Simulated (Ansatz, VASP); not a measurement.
## MoS2 in VASP and in Ansatz

Contents of INCAR:

```
PREC     = Accurate       # precision mode
ENCUT    = 520            # plane-wave cutoff, eV
EDIFF    = 1E-6           # SCF threshold, eV
ISMEAR   = 0              # smearing method
SIGMA    = 0.05           # smearing width, eV
LREAL    = F              # projectors in reciprocal space
LASPH    = T              # aspherical terms in the spheres
NELM     = 60             # most SCF steps
ALGO     = Normal         # electronic algorithm
ISIF     = 2              # what is computed and relaxed
LWAVE    = F              # write WAVECAR
LCHARG   = F              # write CHGCAR
LDIPOL   = T            
IDIPOL   = 3            
DIPOL    = 0.5 0.5 0.500
GGA      = PE             # functional
IVDW     = 12             # dispersion correction
IBRION   = 2              # ionic algorithm
NSW      = 60             # ionic steps
EDIFFG   = -0.04          # ionic threshold
```

Contents of KPOINTS:

```
Automatic mesh
0
Gamma
  9 9 1
```

Contents of POSCAR:

```
MoS2
1.0
    3.1539428618      0.0000000029      0.0000000000
   -1.5769714334      2.7313946390      0.0000000000
    0.0000000000      0.0000000000     23.1348385593
S Mo
2 1
Direct
    0.3333333333      0.6666666667      0.4322485318
    0.3333333333      0.6666666667      0.5677514682
    0.6666666667      0.3333333333      0.5000001455
```

Input for Ansatz:

```yaml
crystal:
  lattice:
    - [3.1539428618, 2.9e-09, 0.0]
    - [-1.5769714334, 2.731394639, 0.0]
    - [0.0, 0.0, 23.1348385593]
  atoms:
    - { symbol: S, position: [0.3333333333, 0.6666666667, 0.4322485318] }
    - { symbol: Mo, position: [0.6666666667, 0.3333333333, 0.5000001455] }
    - { symbol: S, position: [0.3333333333, 0.6666666667, 0.5677514682] }
basis:
  ecutwfc: 420.0
  fft_grid_basis: typed
kpoints:
  mp_grid: { grid: [9, 9, 1] }
hamiltonian:
  xc: pbe
  dispersion: d3bj
scf:
  occupations: { method: gaussian, width: 0.05 }
output:
  forces: true
  eigenvalues: true
efield:
  axis: 3
  dipole_correction: true
  ramp_width: 0.04
relax:
  adjacent_minimum: "off"
  f_tol: 0.04
  max_steps: 40
```

Alike in both runs: task relaxation of the atoms; functional PBE; dispersion D3(BJ); k mesh 9 × 9 × 1; occupations gaussian, width 0.05 eV; no spin polarisation.

|  | VASP | Ansatz |
| --- | --- | --- |
| version | VASP 6.6.1 | Ansatz 0.2.0 |
| potentials or method | VASP PAW PBE potentials, release 64 (S, Mo_sv), cutoff 520 eV | scalar-relativistic, plane waves, PAW |
| valence electrons in the cell | 26 | 26 |

```csv
,VASP,Ansatz,Ansatz less VASP
"gap on the k mesh at the Fermi level, each at its own relaxed structure (eV)",1.78,1.78,-0.004
```

Noted on VASP's run: the relaxation stopped at its first step, so nothing moved.
